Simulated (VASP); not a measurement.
# Cl: single point with PBEsol

Crystal: Cl.

```
Cl
1.0
     3.15271   -2.30836    0.03057
     3.07986    2.20690    0.09423
     0.16520    0.11737    8.21895
Cl
4
Direct
  0.14755 0.86623 0.10609
  0.61489 0.38358 0.39433
  0.84726 0.15151 0.89543
  0.39030 0.59868 0.60416
```

This cell differs from its parent crystal: atoms moved at random and the cell strained at random.

```yaml
Program: VASP 6.6.1
Task: single point
Functional: PBEsol
Potentials_or_basis: VASP PAW PBE potentials, release 64 (Cl)
Cutoff: 520 eV
k_mesh: 8 × 8 × 4
Occupations: gaussian, width 0.02 eV
Spin: no spin polarisation
```

```
Pressure               : -2.7 GPa
Largest force          : 1.632 eV/Å
Band gap on the k mesh : 1.86 eV (least direct gap 1.95 eV)
```

Forces on the atoms (eV/Å):
```
Cl  -0.133  1.097 -1.202
Cl   0.009  0.195  0.255
Cl   0.123 -1.084  1.189
Cl   0.001 -0.208 -0.241
```

Stress tensor (GPa, compression positive):
```
 0.27  0.30 -0.35
 0.30 -3.04  2.36
-0.35  2.36 -5.27
```

Levels at points of the mesh, in eV from the valence-band top:
| k point | band 10 | band 11 | band 12 | band 13 | band 14 | band 15 | band 16 | band 17 | band 18 | band 19 |
| --- | --- | --- | --- | --- | --- | --- | --- | --- | --- | --- |
| (0.00, 0.00, 0.00) | -1.55 | -0.85 | -0.51 | -0.31 | -0.12 | 1.86 | 2.69 | 6.64 | 7.44 | 8.62 |
| (0.50, 0.00, 0.00) | -1.87 | -0.94 | -0.50 | -0.43 | -0.09 | 2.24 | 2.62 | 8.16 | 8.36 | 9.81 |
| (0.00, 0.50, 0.00) | -1.93 | -0.91 | -0.69 | -0.46 | -0.26 | 2.26 | 2.59 | 7.93 | 8.38 | 9.78 |
| (0.50, 0.50, 0.00) | -2.31 | -1.26 | -1.05 | -0.50 | -0.12 | 1.87 | 2.46 | 8.31 | 8.56 | 8.64 |
| (0.00, 0.00, 0.50) | -1.55 | -0.91 | -0.72 | -0.31 | -0.13 | 2.04 | 2.40 | 6.94 | 7.58 | 9.25 |
| (0.50, 0.00, 0.50) | -1.87 | -0.74 | -0.36 | -0.21 | 0.00 | 1.95 | 2.60 | 8.22 | 8.70 | 9.58 |
| (0.00, 0.50, 0.50) | -1.91 | -0.77 | -0.61 | -0.27 | -0.09 | 1.99 | 2.58 | 8.14 | 8.80 | 9.40 |
| (0.50, 0.50, 0.50) | -2.28 | -1.02 | -0.81 | -0.76 | -0.50 | 1.95 | 2.33 | 8.31 | 9.26 | 9.73 |

Wall time 2.3 min on 1 thread of AMD EPYC 9R45 96-Core Processor (Zen 5), with other jobs on the host, peak memory 0.33 GiB.

Caveat: the cell differs from its parent crystal (atoms moved at random and the cell strained at random); the stress differs along the axes, from -5 to 0 GPa; this functional lacks dispersion, which holds the molecules together, so the pressure and a relaxed volume are unreliable; the PAW data sets were made with another functional, which shifts forces and pressure a little. A k mesh can miss the band edges.
